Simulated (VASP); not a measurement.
# In3SbTe2 (P-3m1) in VASP: notebook, part 2 of 2

VASP 6.6.1.

## Step 3: Relaxation of shape and atoms at fixed volume, PBE (29.32 Å³/atom)

This run uses another cell than the first one, of 29.32 Å³/atom.

INCAR

```
  PREC = Accurate
  ENCUT = 600
  EDIFF = 1E-6
  ISMEAR = 0
  SIGMA = 0.1
  LREAL = F
  LASPH = T
  NELM = 100
  ALGO = Normal
  ISIF = 4
  LWAVE = F
  LCHARG = F
  GGA = PE
  IBRION = 2
  NSW = 50
  EDIFFG = -0.01
```

KPOINTS

```
regular mesh
0
Gamma
  9 9 4
```

POSCAR

```
In3SbTe2
1.0
    4.3756891128      0.0000000000      0.0000000000
   -2.1878445564      3.7894579307      0.0000000000
    0.0000000000      0.0000000000     10.6099750380
In Sb Te
3 1 2
Direct
    0.0000000000      0.0000000000      0.5000000000
    0.3333333333      0.6666666667      0.1550972649
    0.6666666667      0.3333333333      0.8449027351
    0.0000000000      0.0000000000      0.0000000000
    0.3333333333      0.6666666667      0.6704695019
    0.6666666667      0.3333333333      0.3295304981
```

Potentials or basis: VASP PAW PBE potentials, release 64 (In_d, Sb, Te).

The run is started by

```console
$ cat potpaw_PBE.64/In_d/POTCAR potpaw_PBE.64/Sb/POTCAR potpaw_PBE.64/Te/POTCAR > POTCAR
$ mpirun -np 1 vasp_std > vasp.out
```

OUTCAR:

```text
PREC = Accurate
   ENCUT = 600
   EDIFF = 1E-6
   ISMEAR = 0
   LREAL = F
   LASPH = T
   NELM = 100
   ISIF = 4
   GGA = PE
   IBRION = 2
   NSW = 50
   EDIFFG = -0.01

 ion  position               nearest neighbor table
   1  0.000  0.000  0.500-   5 3.11   6 3.11   5 3.11   6 3.11   6 3.11   5 3.11
   2  0.333  0.667  0.155-   4 3.01   4 3.01   4 3.01   6 3.13   6 3.13   6 3.13
   3  0.667  0.333  0.845-   4 3.01   4 3.01   4 3.01   5 3.13   5 3.13   5 3.13
   4  0.000  0.000  0.000-   2 3.01   3 3.01   2 3.01   3 3.01   3 3.01   2 3.01
   5  0.333  0.667  0.670-   1 3.11   1 3.11   1 3.11   3 3.13   3 3.13   3 3.13
   6  0.667  0.333  0.330-   1 3.11   1 3.11   1 3.11   2 3.13   2 3.13   2 3.13

  LATTYP: Found a hexagonal cell.
 ALAT       =     4.3756891128
 C/A-ratio  =     2.4247552247

  Lattice vectors:

 A1 = (   4.3756891128,   0.0000000000,   0.0000000000)
 A2 = (  -2.1878445564,   3.7894579307,   0.0000000000)
 A3 = (   0.0000000000,   0.0000000000,  10.6099750380)

Analysis of symmetry for initial positions (statically):
=====================================================================
 Subroutine PRICEL returns:
 Original cell was already a primitive cell.

 Routine SETGRP: Setting up the symmetry group for a
 hexagonal supercell.

 Subroutine GETGRP returns: Found 12 space group operations
 (whereof 12 operations were pure point group operations)
 out of a pool of 24 trial point group operations.

The static configuration has the point symmetry D_3d.

Analysis of symmetry for dynamics (positions and initial velocities):
=====================================================================
 Subroutine PRICEL returns:
 Original cell was already a primitive cell.

 Routine SETGRP: Setting up the symmetry group for a
 hexagonal supercell.

 Subroutine GETGRP returns: Found 12 space group operations
 (whereof 12 operations were pure point group operations)
 out of a pool of 24 trial point group operations.
[... 136 lines left out ...]
   AEXX    =    0.0000 exact exchange contribution
   IVDW    =     0    specifies the selected vdW correction
   LEPSILON=     F    determine dielectric tensor
   LRPA    =     F    only Hartree local field effects (RPA)
 conjugate gradient relaxation of ions
 non-spin polarized calculation
 Gauss-broadening in eV      SIGMA  =   0.10
  energy-cutoff  :      600.00
  volume of cell :      175.93
 maximum number of plane-waves:      5900
 NGX is ok and might be reduce to    36
   NGX = 17   NGY = 17   NGZ = 43

--------------------------------------- Ionic step        1  -------------------------------------------

 number of electron      56.0000013 magnetization

 Free energy of the ion-electron system (eV)
  ---------------------------------------------------
  ext. energy  EPLUGINS =         0.00000000
  ---------------------------------------------------
  free energy    TOTEN  =       -19.33436125 eV

  energy without entropy =      -19.32639803  energy(sigma->0) =      -19.33037964

------------------------ aborting loop because EDIFF is reached ----------------------------------------

  FORCE on cell =-STRESS in cart. coord.  units (eV):
  Direction    XX          YY          ZZ          XY          YZ          ZX
  --------------------------------------------------------------------------------------
  -------------------------------------------------------------------------------------
  Total        1.5281135      1.5281135      1.5107169      0.0000000      0.0000000     -0.0000000
  in kB       13.9164443     13.9164443     13.7580140      0.0000000      0.0000000     -0.0000000
  external PRESSURE =      13.8636342 kB  Pullay stress =       0.0000000 kB
[... 67 lines left out ...]
--------------------------------------- Ionic step        3  -------------------------------------------

 number of electron      56.0000014 magnetization

 Free energy of the ion-electron system (eV)
  ---------------------------------------------------
  ext. energy  EPLUGINS =         0.00000000
  ---------------------------------------------------
  free energy    TOTEN  =       -19.33446979 eV

  energy without entropy =      -19.32653513  energy(sigma->0) =      -19.33050246

 E-fermi :   6.7261     XC(G=0):  -9.6551

 val. band max:        6.6931138366   @ k =  -0.2222  -0.4444   0.2500
 cond. band min:       6.7891246247   @ k =   0.1111  -0.0000   0.0000
 fundamental gap:      0.0960107881
 Fermi energy:         6.7261355666

 k-point     1 :       0.0000    0.0000    0.0000
  band No.  band energies     occupation
      1      -7.8808      2.00000
      2      -7.8808      2.00000
      3      -7.8654      2.00000
      4      -7.8654      2.00000
      5      -7.8458      2.00000
      6      -7.8450      2.00000
[... 853 lines left out ...]
     32      10.0375      0.00000
     33      10.3142      0.00000

 [... further k-points ...]

------------------------ aborting loop because EDIFF is reached ----------------------------------------

  FORCE on cell =-STRESS in cart. coord.  units (eV):
  Direction    XX          YY          ZZ          XY          YZ          ZX
  --------------------------------------------------------------------------------------
  -------------------------------------------------------------------------------------
  Total        1.5195475      1.5195475      1.5278565      0.0000000      0.0000000     -0.0000000
  in kB       13.8384340     13.8384340     13.9141038      0.0000000      0.0000000     -0.0000000
  external PRESSURE =      13.8636573 kB  Pullay stress =       0.0000000 kB
[... 21 lines left out ...]
  FREE ENERGIE OF THE ION-ELECTRON SYSTEM (eV)
  ---------------------------------------------------
  free  energy   TOTEN  =       -19.3344697928 eV

  energy  without entropy=      -19.3265351340  energy(sigma->0) =      -19.33050246

 reached required accuracy - stopping structural energy minimisation
```

OSZICAR:

```text
N       E                     dE             d eps       ncg     rms          rms(c)
DAV:   1     0.519903315095E+03    0.51990E+03   -0.26943E+04  2838   0.203E+03
DAV:   2     0.410135876393E+02   -0.47889E+03   -0.47351E+03  2848   0.476E+02
DAV:   3    -0.167747438850E+02   -0.57788E+02   -0.56940E+02  3551   0.175E+02
[... 17 lines left out ...]
DAV:   1    -0.193343286666E+02    0.72401E-04   -0.53165E-02  2916   0.108E+00    0.730E-02
DAV:   2    -0.193344780807E+02   -0.14941E-03   -0.17183E-03  4260   0.374E-01    0.273E-02
DAV:   3    -0.193344739404E+02    0.41403E-05   -0.25605E-05  4166   0.435E-02    0.221E-02
DAV:   4    -0.193344702996E+02    0.36408E-05   -0.21920E-06  2307   0.251E-02    0.793E-03
DAV:   5    -0.193344697928E+02    0.50687E-06   -0.32450E-06  2219   0.155E-02
   3 F= -.19334470E+02 E0= -.19330502E+02  d E =-.108539E-03
```

Run time: 8.8 min. Hardware: 1 thread of Intel Xeon Platinum 8259CL at 2.50GHz (Skylake/Cascade Lake), shared host; peak memory 0.53 GiB.

What came out:

* Free energy: -19.3345 eV
* Energy gained by relaxing: 0.0 meV/atom
* Ionic steps: 3
* Pressure after relaxing: 1.4 GPa
* Largest force after relaxing: 0.007 eV/Å
* Band gap on the k mesh: zero (bands 28 and 29 overlap by 1.54 eV)

Forces on the atoms (eV/Å):
```
In   0.000  0.000  0.000
In   0.000  0.000  0.001
In   0.000  0.000 -0.001
Sb   0.000  0.000  0.000
Te   0.000  0.000 -0.007
Te   0.000  0.000  0.007
```

Step by step:
| step | energy change (eV) | largest force (eV/Å) | pressure (GPa) | volume (Å³) |
| --- | --- | --- | --- | --- |
| 1 | 0.0000 | 0.0147 | 1.39 | 175.93 |
| 2 | 0.0000 | 0.0128 | 1.39 | 175.93 |
| 3 | -0.0001 | 0.0073 | 1.39 | 175.93 |

Final structure:
```cif
data_structure
_symmetry_space_group_name_H-M 'P 1'
_symmetry_Int_Tables_number 1
_cell_length_a 4.3765
_cell_length_b 4.3765
_cell_length_c 10.6060
_cell_angle_alpha 90.000
_cell_angle_beta 90.000
_cell_angle_gamma 120.000
_cell_volume 175.93
loop_
_atom_site_label
_atom_site_type_symbol
_atom_site_fract_x
_atom_site_fract_y
_atom_site_fract_z
_atom_site_occupancy
In1 In 0.00000 0.00000 0.50000 1
In2 In 0.33333 0.66667 0.15536 1
In3 In 0.66667 0.33333 0.84464 1
Sb1 Sb 0.00000 0.00000 0.00000 1
Te1 Te 0.33333 0.66667 0.67020 1
Te2 Te 0.66667 0.33333 0.32980 1
```

Caveat: spin-orbit coupling is left out, which moves the levels of the heavy elements.

The gap in the log of VASP goes by the Fermi energy; the results here count the filled bands.